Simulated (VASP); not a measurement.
Write the native input for VASP 6.6.1 that does the following.

```yaml
Task: single point
Functional: r2SCAN
Potentials_or_basis: VASP PAW PBE potentials, release 64 (Hf_pv, C)
Cutoff: 520 eV
k_mesh: 9 × 9 × 5
Occupations: fermi-dirac, width 0.05 eV
Spin: no spin polarisation
Hubbard_terms: Hf d U = 3.0 eV
Dipole_correction: no
Further_INCAR_settings: ALGO = Normal; EDIFF = 1e-06; NBANDS = 22
```

Crystal: HfC.

```xyz
4
Lattice="3.3429 0.0000 0.0000 -1.6714 2.8950 0.0000 0.0000 0.0000 5.2027" Properties=species:S:1:pos:R:3 pbc="T T T"
Hf    0.0000    1.9300    1.3007
Hf    1.6714    0.9650    3.9020
C     0.0000    0.0000    2.6014
C     0.0000    0.0000    0.0000
```

These files were run (other wordings do the same):

POSCAR

```
HfC
1.0
    3.3428660531      0.0000000000      0.0000000000
   -1.6714330265      2.8950069234      0.0000000000
    0.0000000000      0.0000000000      5.2027140000
Hf C
2 2
Direct
    0.3333333333      0.6666666667      0.2500000000
    0.6666666667      0.3333333333      0.7500000000
    0.0000000000      0.0000000000      0.5000000000
    0.0000000000      0.0000000000      0.0000000000
```

INCAR.step1

```
SYSTEM = HfC
PREC = Accurate ; ENCUT = 520
ISMEAR = -1 ; SIGMA = 0.05
LREAL = .False. ; LASPH = .True.
NELM = 150 ; LMAXMIX = 4
LDAU = .True. ; LDAUTYPE = 2
LDAUL = 2 -1 ; LDAUU = 3 0
LDAUJ = 0 0 ; NBANDS = 22
GGA = PE ; ALGO = Normal
EDIFF = 1E-4 ; LWAVE = .True.
LCHARG = .False.
```

INCAR.step2

```
SYSTEM = HfC
PREC = Accurate ; ENCUT = 520
EDIFF = 1E-6 ; ISMEAR = -1
SIGMA = 0.05 ; LREAL = .False.
LASPH = .True. ; NELM = 150
ALGO = Normal ; ISIF = 2
LWAVE = .False. ; LCHARG = .False.
LMAXMIX = 4 ; LDAU = .True.
LDAUTYPE = 2 ; LDAUL = 2 -1
LDAUU = 3 0 ; LDAUJ = 0 0
LDAUPRINT = 1 ; METAGGA = R2SCAN
LMIXTAU = .True. ; NBANDS = 22
ISTART = 1
```

KPOINTS

```
regular mesh
0
Gamma
  9 9 5
  0 0 0
```

Potentials or basis: VASP PAW PBE potentials, release 64 (Hf_pv, C).

Launch:

```bash
$ cat potpaw_PBE.64/Hf_pv/POTCAR potpaw_PBE.64/C/POTCAR > POTCAR
$ cp INCAR.step1 INCAR
$ mpirun -np 1 vasp_std > vasp.out
$ cp INCAR.step2 INCAR
$ mpirun -np 1 vasp_std > vasp.out
```

It gave:

```
Pressure               : 6.9 GPa
Band gap on the k mesh : zero (band 14 reaches 8.29 eV, above the bottom of band 15 at 6.78 eV)
```

Caveat: the PAW data sets were made with another functional, which shifts forces and pressure a little; spin-orbit coupling is left out, which moves the levels of the heavy elements; U without spin polarisation on a metal has little footing; the U is typed as a test and isn't derived for this compound.

Run time: 6.2 min on 1 thread of AMD EPYC 7R13, on a shared host, peak memory 0.17 GiB.
